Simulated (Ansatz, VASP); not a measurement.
# Ir: VASP beside Ansatz

```xyz
2
Lattice="2.7206 0.0000 0.0000 -1.3603 2.3561 0.0000 0.0000 0.0000 4.4073" Properties=species:S:1:pos:R:3 pbc="T T T"
Ir    1.3603    0.7854    3.3054
Ir    0.0000    1.5708    1.1018
```

Alike in both runs: functional PBEsol; k mesh 14 × 14 × 8; occupations fermi-dirac, width 0.1 eV; no spin polarisation.

Ansatz relaxed the structure, and its values are those at the end. VASP's run is a single point on that final structure, the one shown.

```csv
,VASP,Ansatz
version,VASP 6.6.1,Ansatz 0.2.0
potentials or method,"VASP PAW PBE potentials, release 64 (Ir)","plane waves, PAW"
plane-wave cutoff (eV),520,420
valence electrons in the cell,18,34
```

```csv
,VASP,Ansatz,Ansatz less VASP
pressure (GPa),1.0,0.0,-0.97
```

VASP's potentials were made for PBE, not for PBEsol. VASP's potentials hold 18 valence electrons a cell and Ansatz's 34, so a difference there can come from the potentials and not from the codes.

Spin-orbit coupling is off throughout.
